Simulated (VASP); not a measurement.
# Mo (I4/mmm) in VASP: further runs

The runs below take Mo through single point, with PBEsol.

All numbers are computed with VASP 6.6.1; they aren't measurements. Logs are shortened: lines on timing, memory, paths and dates and some standing lists are left out, and cuts for length are marked.

**1. The cell of the first run**

The structure is tetragonal, space group I4/mmm (No. 139). Conventional cell: a = 3.142 Å, b = 3.142 Å, c = 2.953 Å, α = 90.00°, β = 90.00°, γ = 90.00°. Mo (site symmetry 4/mmm) has 14 Mo at 2.67 to 3.14 Å within 3.5 Å.

**2. Single point, PBEsol (strain -0.0600 x Voigt [1, 0, 0, 0, 0, 0])**

Contents of INCAR:

```
PREC = Accurate ; ENCUT = 520
EDIFF = 1E-6 ; ISMEAR = 0
SIGMA = 0.15 ; LREAL = False
LASPH = True ; NELM = 80
ALGO = Fast ; ISIF = 2
LWAVE = False ; LCHARG = False
GGA = PS ; NBANDS = 13
```

Contents of KPOINTS:

```
Automatic mesh
0
Gamma
  22 22 22
```

Contents of POSCAR:

```
Mo
1.0
   -1.4767400000      1.5710000000      1.5710000000
    1.4767400000     -1.5710000000      1.5710000000
    1.4767400000      1.5710000000     -1.5710000000
Mo
1
Direct
    0.0000000000      0.0000000000      0.0000000000
```

Potentials or basis: VASP PAW PBE potentials, release 64 (Mo_sv).

Started as:

```
> cat potpaw_PBE.64/Mo_sv/POTCAR > POTCAR
> mpirun -np 1 vasp_std > vasp.out
```

OUTCAR:

```text
PREC = Accurate
   ENCUT = 520
   EDIFF = 1E-6
   ISMEAR = 0
   LREAL = False
   LASPH = True
   NELM = 80
   ISIF = 2
   GGA = PS

 ion  position               nearest neighbor table
   1  0.000  0.000  0.000-

  LATTYP: Found a body centered tetragonal cell.
 ALAT       =     3.1420000000
 C/A-ratio  =     0.9400000000

  Lattice vectors:

 A1 = (  -1.4767400000,   1.5710000000,  -1.5710000000)
 A2 = (  -1.4767400000,  -1.5710000000,   1.5710000000)
 A3 = (   1.4767400000,   1.5710000000,   1.5710000000)

Analysis of symmetry for initial positions (statically):
=====================================================================
 Subroutine PRICEL returns:
 Original cell was already a primitive cell.

 Routine SETGRP: Setting up the symmetry group for a
 body centered tetragonal supercell.

 Subroutine GETGRP returns: Found 16 space group operations
 (whereof 16 operations were pure point group operations)
 out of a pool of 16 trial point group operations.

The static configuration has the point symmetry D_4h.

Analysis of symmetry for dynamics (positions and initial velocities):
=====================================================================
 Subroutine PRICEL returns:
 Original cell was already a primitive cell.

 Routine SETGRP: Setting up the symmetry group for a
 body centered tetragonal supercell.

 Subroutine GETGRP returns: Found 16 space group operations
 (whereof 16 operations were pure point group operations)
 out of a pool of 16 trial point group operations.

The dynamic configuration has the point symmetry D_4h.

 Subroutine INISYM returns: Found 16 space group operations
 (whereof 16 operations are pure point group operations),
 and found     1 'primitive' translations

----------------------------------------------------------------------------------------

                                     Primitive cell

  volume of cell :      14.5786

  direct lattice vectors                    reciprocal lattice vectors
    -1.476740000  1.571000000  1.571000000     0.000000000  0.318268619  0.318268619
     1.476740000 -1.571000000  1.571000000     0.338583637  0.000000000  0.318268619
     1.476740000  1.571000000 -1.571000000     0.338583637  0.318268619  0.000000000

  length of vectors
     2.667741185  2.667741185  2.667741185     0.450099797  0.464686769  0.464686769

  position of ions in fractional coordinates (direct lattice)
     0.000000000  0.000000000  0.000000000

  ion indices of the primitive-cell ions
   primitive index   ion index
                 1           1

----------------------------------------------------------------------------------------

 KPOINTS: Automatic mesh

Automatic generation of k-mesh.
 Grid dimensions read from file:
 generate k-points for:   22   22   22

 Generating k-lattice:

  Cartesian coordinates                     Fractional coordinates (reciprocal lattice)
     0.000000000  0.014466755  0.014466755     0.045454545  0.000000000  0.000000000
     0.015390165  0.000000000  0.014466755     0.000000000  0.045454545 -0.000000000
     0.015390165  0.014466755  0.000000000     0.000000000 -0.000000000  0.045454545

  Length of vectors
     0.020459082  0.021122126  0.021122126

  Shift w.r.t. Gamma in fractional coordinates (k-lattice)
     0.000000000  0.000000000  0.000000000

 Subroutine IBZKPT returns following result:
 ===========================================

 Found    834 irreducible k-points:

 Following reciprocal coordinates:
            Coordinates               Weight
  0.000000  0.000000  0.000000      1.000000
  0.045455  0.000000  0.000000      4.000000
  0.090909  0.000000  0.000000      4.000000
  0.136364  0.000000  0.000000      4.000000
  0.181818  0.000000  0.000000      4.000000
  0.227273  0.000000  0.000000      4.000000
[... 16 lines left out ...]
  0.454545  0.045455  0.000000     16.000000
 -0.000000  0.090909  0.000000      8.000000
 [... further k-points ...]
   k-points           NKPTS =    834   k-points in BZ     NKDIM =    834   number of bands    NBANDS=     13
   number of dos      NEDOS =    301   number of ions     NIONS =      1
   total plane-waves  NPLWV =   8000
   dimension x,y,z NGX =    20 NGY =   20 NGZ =   20
   dimension x,y,z NGXF=    40 NGYF=   40 NGZF=   40
   ions per type =               1
   NGX,Y,Z   is equivalent  to a cutoff of  12.46, 12.46, 12.46 a.u.
   NGXF,Y,Z  is equivalent  to a cutoff of  24.93, 24.93, 24.93 a.u.
 SYSTEM =  unknown system
   PREC   = accura    normal or accurate (medium, high low for compatibility)
   ISTART =      0    job   : 0-new  1-cont  2-samecut
   ICHARG =      2    charge: 1-file 2-atom 10-const
   ISPIN  =      1    spin polarized calculation?
   LNONCOLLINEAR =      F non collinear calculations
   LSORBIT =      F    spin-orbit coupling
   LASPH  =      T    aspherical Exc in radial PAW
   ENCUT  =  520.0 eV  38.22 Ry    6.18 a.u.   4.96  4.96  4.96*2*pi/ulx,y,z
   NELM   =     80;   NELMIN=  2; NELMDL= -5     # of ELM steps
   EDIFF  = 0.1E-05   stopping-criterion for ELM
   LREAL  =      F    real-space projection
[... 7 lines left out ...]
   TEBEG  =    0.0;   TEEND  =   0.0 temperature during run
   PSTRESS=    0.0 pullay stress
   NELECT =      14.0000    total number of electrons
   NUPDOWN=      -1.0000    fix difference up-down
   EMIN   =  10.00;   EMAX   =-10.00  energy-range for DOS
   EFERMI =   0.00;   METHOD = LEGACY
   ISMEAR =     0;   SIGMA  =   0.15  broadening in eV -4-tet -1-fermi 0-gaus
   EFERMI_NEDOS =   21; number of points for ismear=-14 and -15
   IALGO  =     68    algorithm
   IMIX   =      4    mixing-type and parameters
     AMIX     =   0.40;   BMIX     =  1.00
     AMIX_MAG =   1.60;   BMIX_MAG =  1.00
  volume/ion in A,a.u.               =      14.58        98.38
  Fermi-wavevector in a.u.,A,eV,Ry     =   1.615147  3.052185 35.493514  2.608700
  Thomas-Fermi vector in A             =   2.709942
   LORBIT       =      0    0 simple, 1 ext, 2 COOP (PROOUT), +10 PAW based schemes
   GGA     = PS    functional components
   LHFCALC =     F    Hartree Fock is set to
   AEXX    =    0.0000 exact exchange contribution
   IVDW    =     0    specifies the selected vdW correction
   LEPSILON=     F    determine dielectric tensor
   LRPA    =     F    only Hartree local field effects (RPA)
 non-spin polarized calculation
 RMM-DIIS sequential band-by-band and
 Gauss-broadening in eV      SIGMA  =   0.15
  energy-cutoff  :      520.00
  volume of cell :       14.58
 maximum number of plane-waves:       409
   NGX =  9   NGY =  9   NGZ =  9

 number of electron      14.0000002 magnetization

 Free energy of the ion-electron system (eV)
  ---------------------------------------------------
  ext. energy  EPLUGINS =         0.00000000
  ---------------------------------------------------
  free energy    TOTEN  =       -11.70089375 eV

  energy without entropy =      -11.69381617  energy(sigma->0) =      -11.69735496

 E-fermi :  13.6223     XC(G=0): -13.9251

 val. band max:       13.6207560352   @ k =   0.3182  -0.1364   0.0909
 cond. band min:      13.6255583382   @ k =  -0.2273   0.3636   0.0909
 fundamental gap:      0.0048023030
 Fermi energy:        13.6223156332

 k-point     1 :       0.0000    0.0000    0.0000
  band No.  band energies     occupation
      1     -47.5874      2.00000
      2     -20.7046      2.00000
      3     -20.7046      2.00000
      4     -20.6688      2.00000
      5       6.1202      2.00000
      6      11.6112      2.00000
      7      12.4223      2.00000
      8      12.4223      2.00000
      9      14.8205      0.00000
     10      15.8836      0.00000
     11      28.1451      0.00000
     12      28.1451      0.00000
     13      29.4325      0.00000

 k-point     2 :       0.0455    0.0000    0.0000
  band No.  band energies     occupation
      1     -47.5807      2.00000
      2     -20.7433      2.00000
      3     -20.7039      2.00000
      4     -20.6791      2.00000
      5       6.2162      2.00000
      6      11.6150      2.00000
      7      12.3724      2.00000
      8      12.5127      2.00000
      9      14.7348      0.00000
     10      15.8697      0.00000
     11      28.2253      0.00000
     12      28.3576      0.00000
     13      29.5885      0.00000

 k-point     3 :       0.0909    0.0000    0.0000
  band No.  band energies     occupation
      1     -47.5613      2.00000
      2     -20.8552      2.00000
      3     -20.7093      2.00000
      4     -20.7019      2.00000
      5       6.4937      2.00000
      6      11.6192      2.00000
      7      12.2301      2.00000
      8      12.7815      2.00000
      9      14.5216      0.00000
     10      15.8325      0.00000
     11      28.4366      0.00000
     12      28.9317      0.00000
     13      30.0482      0.00000
[... 305 lines left out ...]
 k-point    23 :       0.4545    0.0455    0.0000
  band No.  band energies     occupation
      1     -47.2494      2.00000
      2     -22.4451      2.00000
      3     -21.1719      2.00000
      4     -20.6869      2.00000
      5       7.9999      2.00000
      6      10.4696      2.00000
      7      14.5874      0.00000
      8      14.8569      0.00000
      9      16.1060      0.00000
     10      18.9243      0.00000
     11      25.9113      0.00000
     12      26.0667      0.00000
     13      32.6106      0.00000

 k-point    24 :      -0.0000    0.0909    0.0000
  band No.  band energies     occupation
      1     -47.5594      2.00000
      2     -20.8377      2.00000
      3     -20.7519      2.00000
      4     -20.6909      2.00000
      5       6.5202      2.00000
      6      11.6046      2.00000
      7      12.3362      2.00000
      8      12.5610      2.00000
      9      14.8031      0.00000
     10      15.6289      0.00000
     11      28.7420      0.00000
     12      28.8453      0.00000
     13      29.8990      0.00000

 [... further k-points ...]
[... 5 lines left out ...]
  --------------------------------------------------------------------------------------
  -------------------------------------------------------------------------------------
  Total        2.8693138      0.8554783      0.8554783      0.0000000      0.0000000     -0.0000000
  in kB      315.3350353     94.0163055     94.0163055      0.0000000      0.0000000     -0.0000000
  external PRESSURE =     167.7892155 kB  Pullay stress =       0.0000000 kB

 VOLUME and BASIS-vectors are now :
 -----------------------------------------------------------------------------
  energy-cutoff  :      520.00
  volume of cell :       14.58
      direct lattice vectors                 reciprocal lattice vectors
    -1.476740000  1.571000000  1.571000000     0.000000000  0.318268619  0.318268619
     1.476740000 -1.571000000  1.571000000     0.338583637  0.000000000  0.318268619
     1.476740000  1.571000000 -1.571000000     0.338583637  0.318268619  0.000000000

 POSITION                                       TOTAL-FORCE (eV/Angst)
 -----------------------------------------------------------------------------------
      0.00000      0.00000      0.00000         0.000000      0.000000      0.000000
 -----------------------------------------------------------------------------------
    total drift:                                0.000000     -0.000000      0.000000

  FREE ENERGIE OF THE ION-ELECTRON SYSTEM (eV)
  ---------------------------------------------------
  free  energy   TOTEN  =       -11.7008937529 eV

  energy  without entropy=      -11.6938161670  energy(sigma->0) =      -11.69735496
```

Run time: 66 s. Hardware: 1 thread of Intel Xeon Platinum 8488C (Sapphire Rapids), shared host; peak memory 0.25 GiB.

Results:

| Item | Value |
| --- | --- |
| Free energy | -11.7009 eV |
| Pressure | 16.8 GPa |
| Band gap on the k mesh | zero (bands 7 and 8 overlap by 5.76 eV) |

Stress tensor (GPa, compression positive):
```
31.53  0.00  0.00
 0.00  9.40  0.00
 0.00  0.00  9.40
```

Caveat: the cell differs from its parent crystal (strain -0.0600 x Voigt [1, 0, 0, 0, 0, 0]); the stress differs along the axes, from 9 to 32 GPa; the PAW data sets were made with another functional, which shifts forces and pressure a little.

**3. Single point, PBEsol (strain +0.0150 x Voigt [1, 0, 0, 0, 0, 0])**

Contents of INCAR:

```
SYSTEM = Mo
PREC     = Accurate       ! precision mode
ENCUT    = 520            ! plane-wave cutoff, eV
EDIFF    = 1E-7           ! SCF threshold, eV
ISMEAR   = 0              ! smearing method
SIGMA    = 0.15           ! smearing width, eV
LREAL    = .False.        ! projectors in reciprocal space
LASPH    = .True.         ! aspherical terms in the spheres
NELM     = 100            ! most SCF steps
ALGO     = Fast           ! electronic algorithm
ISIF     = 2              ! what is computed and relaxed
LWAVE    = .False.        ! write WAVECAR
LCHARG   = .False.        ! write CHGCAR
GGA      = PS             ! functional
NBANDS   = 13             ! bands
```

Contents of KPOINTS:

```
regular mesh
0
Gamma
  22 22 22
  0 0 0
```

Contents of POSCAR:

```
Mo
1.0
   -1.5945650000      1.5710000000      1.5710000000
    1.5945650000     -1.5710000000      1.5710000000
    1.5945650000      1.5710000000     -1.5710000000
Mo
1
Direct
    0.0000000000      0.0000000000      0.0000000000
```

Potentials or basis: VASP PAW PBE potentials, release 64 (Mo_sv).

Started as:

```
> cat potpaw_PBE.64/Mo_sv/POTCAR > POTCAR
> mpirun -np 1 vasp_std > vasp.out
```

It took 77 s on 1 thread of Intel Xeon Platinum 8488C (Sapphire Rapids), shared host; peak memory 0.26 GiB.

It converged, with:

- Free energy: -11.7705 eV
- Pressure: -6.5 GPa
- Band gap on the k mesh: zero (bands 7 and 8 overlap by 5.19 eV)

Stress tensor (GPa, compression positive):
```
-9.46  0.00  0.00
 0.00 -5.07  0.00
 0.00  0.00 -5.07
```

Levels at points of the mesh, in eV from the Fermi level:
```tsv
k point	band 5	band 6	band 7	band 8	band 9	band 10
(0.00, 0.00, 0.00)	-7.24	-1.39	-1.39	-1.22	1.54	1.76
(0.50, 0.00, 0.00)	-5.31	-3.48	1.68	1.83	2.38	4.77
(0.00, 0.50, 0.00)	-5.28	-3.30	1.56	1.59	2.29	4.74
(0.50, 0.50, 0.50)	-5.42	-5.38	3.96	4.01	4.01	8.73
```

Caveat: the cell differs from its parent crystal (strain +0.0150 x Voigt [1, 0, 0, 0, 0, 0]); the cell stands under tension; the PAW data sets were made with another functional, which shifts forces and pressure a little.
